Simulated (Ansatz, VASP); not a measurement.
## SnC3: VASP beside Ansatz

INCAR

```
SYSTEM = SnC3
PREC     = Accurate       ! precision mode
ENCUT    = 520            ! plane-wave cutoff, eV
EDIFF    = 1E-6           ! SCF threshold, eV
ISMEAR   = 0              ! smearing method
SIGMA    = 0.001          ! smearing width, eV
LREAL    = .False.        ! projectors in reciprocal space
LASPH    = .True.         ! aspherical terms in the spheres
NELM     = 60             ! most SCF steps
ALGO     = Normal         ! electronic algorithm
ISIF     = 2              ! what is computed and relaxed
LWAVE    = .False.        ! write WAVECAR
LCHARG   = .False.        ! write CHGCAR
GGA      = PS             ! functional
NBANDS   = 21             ! bands
```

KPOINTS

```
Automatic mesh
0
Gamma
  6 6 4
  0 0 0
```

File POSCAR:

```
SnC3
1.0
    2.9788882431      0.0000000000      0.0000000000
    0.0000000000      2.9788882431      0.0000000000
    0.0000000000      0.0000000000      4.6435166754
C Sn
3 1
Direct
    0.5000000000      0.0000000000      0.8203632750
    0.5000000000      0.5000000000      0.0000000000
    0.0000000000      0.5000000000      0.1796367250
    0.0000000000      0.0000000000      0.5000000000
```

Input for Ansatz:

```yaml
crystal:
  lattice:
    - [2.9788882431, 0.0, 0.0]
    - [0.0, 2.9788882431, 0.0]
    - [0.0, 0.0, 4.6435166754]
  atoms:
    - { symbol: C, position: [0.5, 0.0, 0.820363275] }
    - { symbol: C, position: [0.5, 0.5, 0.0] }
    - { symbol: C, position: [0.0, 0.5, 0.179636725] }
    - { symbol: Sn, position: [0.0, 0.0, 0.5] }
kpoints:
  mp_grid: { grid: [6, 6, 4] }
hamiltonian:
  xc: pbesol
scf:
  occupations: { method: gaussian, width: 0.001 }
  n_extra_bands: 5
output:
  forces: true
  stress: true
  eigenvalues: true
```

Alike in both runs: task single point; functional PBEsol; k mesh 6 × 6 × 4; occupations gaussian, width 0.001 eV; no spin polarisation.

|  | VASP | Ansatz |
| --- | --- | --- |
| version | VASP 6.6.1 | Ansatz 0.2.0 |
| potentials or method | VASP PAW PBE potentials, release 64 (C, Sn_d) | plane waves |
| plane-wave cutoff (eV) | 520 | 420 |
| valence electrons in the cell | 26 | 26 |

```tsv
	VASP	Ansatz	Ansatz less VASP
gap on the k mesh at the Fermi level (eV)	0.32	0.32	-0.002
pressure (GPa)	-3.0	-3.1	-0.10
traceless stress, the component that is largest in VASP (GPa)	0.18	0.29	+0.106
rms of the force components (eV/Å)	0.127	0.133	+0.0060
```

VASP's potentials were made for PBE, not for PBEsol. Atom by atom the forces differ by 0.006 eV/Å (rms over components). With one functional, cell and mesh, what is left measures potentials, basis and numerics.
